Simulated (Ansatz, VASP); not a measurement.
SiGe6: VASP beside Ansatz

```
Si Ge
1.0
     5.34798    3.08616    3.29534
    -5.34710    3.08458    3.29530
    -0.00089   -6.17450    3.29891
Si Ge
2 12
Direct
  0.12033 0.12031 0.12028
  0.87963 0.87960 0.87963
  0.59213 0.73285 0.30514
  0.84221 0.98245 0.56135
  0.40783 0.26718 0.69482
  0.15779 0.01750 0.43859
  0.69490 0.40795 0.26714
  0.43868 0.15785 0.01749
  0.30516 0.59215 0.73295
  0.56133 0.84229 0.98255
  0.73274 0.30508 0.59203
  0.98240 0.56125 0.84216
  0.26727 0.69485 0.40802
  0.01761 0.43870 0.15784
```

Change from the starting cell: cell x1, atoms moved at random (sigma 0.1 Å) and cell strained at random (1.5 %), then relaxed without symmetry.

Alike in both runs: functional PBE; k mesh 3 × 3 × 3; occupations gaussian, width 0.2 eV; no spin polarisation.

Ansatz relaxed the structure, and its values are those at the end. VASP's run is a single point on that final structure, the one shown.

|  | VASP | Ansatz |
| --- | --- | --- |
| version | VASP 6.6.1 | Ansatz 0.2.0 |
| potentials or method | VASP PAW PBE potentials, release 64 (Si, Ge_d), cutoff 520 eV | scalar-relativistic, plane waves, PAW |
| valence electrons in the cell | 176 | 176 |

|  | VASP | Ansatz | Ansatz less VASP |
| --- | --- | --- | --- |
| gap on the k mesh at the Fermi level (eV) | none | none | - |
| pressure (GPa) | 0.0 | 0.0 | +0.05 |

A gap of «none» marks a metal or a gap that the smearing closes. With one functional, cell and mesh, what is left measures potentials, basis and numerics.
